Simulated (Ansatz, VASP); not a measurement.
**CdH2 in VASP and in Ansatz**

```
CELL_PARAMETERS angstrom
0.00000 2.55243 2.55243
2.55243 0.00000 2.55243
2.55243 2.55243 0.00000
ATOMIC_POSITIONS crystal
Cd 0.00000 0.00000 0.00000
H 0.25000 0.25000 0.25000
H 0.75000 0.75000 0.75000
```

Change from the starting cell: ordered vacancies on the cation sites of caesium chloride (Fm-3m, No. 225).

Alike in both runs: functional PBE; k mesh 16 × 16 × 16; occupations gaussian, width 0.1 eV; no spin polarisation.

Ansatz relaxed the structure, and its values are those at the end. VASP's run is a single point on that final structure, the one shown.

|  | VASP | Ansatz |
| --- | --- | --- |
| version | VASP 6.6.1 | Ansatz 0.2.0 |
| potentials or method | VASP PAW PBE potentials, release 64 (Cd, H), cutoff 520 eV | scalar-relativistic, plane waves, PAW |
| valence electrons in the cell | 14 | 22 |

|  | VASP | Ansatz | Ansatz less VASP |
| --- | --- | --- | --- |
| gap on the k mesh at the Fermi level (eV) | none | none | - |
| pressure (GPa) | 0.3 | 0.0 | -0.26 |

A gap of «none» marks a metal or a gap that the smearing closes. VASP's potentials hold 14 valence electrons a cell and Ansatz's 22, so a difference there can come from the potentials and not from the codes.
